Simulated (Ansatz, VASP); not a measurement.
WSe2: VASP beside Ansatz

```
CELL_PARAMETERS angstrom
3.29992 0.00000 0.00000
-1.64996 2.85782 0.00000
0.00000 0.00000 7.48799
ATOMIC_POSITIONS crystal
W 0.00000 0.00000 0.00000
Se 0.33333 0.66667 0.22942
Se 0.66667 0.33333 0.77058
```

Alike in both runs: functional PBE; k mesh 10 × 10 × 6; occupations fermi-dirac, width 0.08 eV; no spin polarisation.

Ansatz relaxed the structure, and its values are those at the end. VASP's run is a single point on that final structure, the one shown.

```csv
,VASP,Ansatz
version,VASP 6.6.1,Ansatz 0.2.0
potentials or method,"VASP PAW PBE potentials, release 64 (W_sv, Se)","PAW with Ansatz's default frozen-core files, scalar-relativistic"
plane-wave cutoff (eV),520,420
valence electrons in the cell,26,46
```

|  | VASP | Ansatz | Ansatz less VASP |
| --- | --- | --- | --- |
| pressure (GPa) | 0.2 | 0.0 | -0.22 |
| rms of the force components (eV/Å) | 0.016 | 0.002 | -0.0140 |

VASP's potentials hold 26 valence electrons a cell and Ansatz's 46, so a difference there can come from the potentials and not from the codes.

Spin-orbit coupling is off throughout.
